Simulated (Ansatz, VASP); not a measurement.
In in VASP and in Ansatz

File POSCAR:

```
In
1.0
    3.3354847820      0.0000000000      0.0000000000
   -1.6677423910      2.8886145552      0.0000000000
    0.0000000000      0.0000000000      5.5091429200
In
2
Direct
    0.6666666667      0.3333333333      0.7500000000
    0.3333333333      0.6666666667      0.2500000000
```

The input INCAR.step1:

```
SYSTEM = In
PREC     = Accurate       ! precision mode
ENCUT    = 520            ! plane-wave cutoff, eV
EDIFF    = 1E-5           ! SCF threshold, eV
ISMEAR   = -1             ! smearing method
SIGMA    = 0.05           ! smearing width, eV
LREAL    = .False.        ! projectors in reciprocal space
LASPH    = .True.         ! aspherical terms in the spheres
NELM     = 60             ! most SCF steps
ALGO     = Normal         ! electronic algorithm
ISIF     = 2              ! what is computed and relaxed
LWAVE    = .True.         ! write WAVECAR
LCHARG   = .False.        ! write CHGCAR
GGA      = PE             ! functional
NBANDS   = 20             ! bands
```

Contents of INCAR.step2:

```
SYSTEM = In
PREC     = Accurate       ! precision mode
ENCUT    = 520            ! plane-wave cutoff, eV
EDIFF    = 1E-6           ! SCF threshold, eV
ISMEAR   = -1             ! smearing method
SIGMA    = 0.05           ! smearing width, eV
LREAL    = .False.        ! projectors in reciprocal space
LASPH    = .True.         ! aspherical terms in the spheres
NELM     = 60             ! most SCF steps
ALGO     = Normal         ! electronic algorithm
ISIF     = 2              ! what is computed and relaxed
LWAVE    = .False.        ! write WAVECAR
LCHARG   = .False.        ! write CHGCAR
GGA      = PE             ! functional
LHFCALC  = .True.         ! exact exchange
AEXX     = 0.25           ! exact-exchange fraction
PRECFOCK = Normal       
ISTART   = 1            
NBANDS   = 20             ! bands
```

KPOINTS

```
Automatic mesh
0
Gamma
  4 4 4
  0 0 0
```

File input.yaml:

```yaml
crystal:
  lattice:
    - [3.335484782, 0.0, 0.0]
    - [-1.667742391, 2.8886145552, 0.0]
    - [0.0, 0.0, 5.50914292]
  atoms:
    - { symbol: In, position: [0.6666666667, 0.3333333333, 0.75] }
    - { symbol: In, position: [0.3333333333, 0.6666666667, 0.25] }
hamiltonian:
  xc: pbe0
  pseudopotentials: { kind: paw }
kpoints:
  mp_grid: { grid: [4, 4, 4] }
scf:
  occupations: { method: fermi_dirac, width: 0.05 }
output:
  forces: true
  stress: true
  eigenvalues: true
```

Alike in both runs: task single point; functional PBE0; k mesh 4 × 4 × 4; occupations fermi-dirac, width 0.05 eV; no spin polarisation.

```csv
,VASP,Ansatz
version,VASP 6.6.1,Ansatz 0.2.0
potentials or method,"VASP PAW PBE potentials, release 64 (In_d)",Ansatz PAW
plane-wave cutoff (eV),520,420
valence electrons in the cell,26,26
```

```csv
,VASP,Ansatz,Ansatz less VASP
gap on the k mesh at the Fermi level (eV),none,none,-
pressure (GPa),1.7,2.0,+0.25
"traceless stress, the component that is largest in VASP (GPa)",-6.77,-6.42,+0.346
```

A gap of «none» marks a metal or a gap that the smearing closes. The functional is the same, so the differences come from potentials, cutoffs and numerics.

The k mesh is coarse, so the values compare programs but aren't converged.
